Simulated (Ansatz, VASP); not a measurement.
# Pt: VASP beside Ansatz

```
CELL_PARAMETERS angstrom
0.00000 2.00471 2.00471
2.00471 0.00000 2.00471
2.00471 2.00471 0.00000
ATOMIC_POSITIONS crystal
Pt 0.00000 0.00000 0.00000
```

Alike in both runs: task single point; functional PBE; k mesh 18 × 18 × 18; occupations gaussian, width 0.1 eV; no spin polarisation.

```csv
,VASP,Ansatz
version,VASP 6.6.1,Ansatz 0.2.0
potentials or method,"VASP PAW PBE potentials, release 64 (Pt), cutoff 520 eV","scalar-relativistic, plane waves, PAW"
valence electrons in the cell,10,18
```

```tsv
	VASP	Ansatz	Ansatz less VASP
gap on the k mesh at the Fermi level (eV)	none	none	-
pressure (GPa)	-7.2	-6.8	+0.44
```

A gap of «none» marks a metal or a gap that the smearing closes. VASP's potentials hold 10 valence electrons a cell and Ansatz's 18, so a difference there can come from the potentials and not from the codes.

Neither program's run includes spin-orbit coupling.
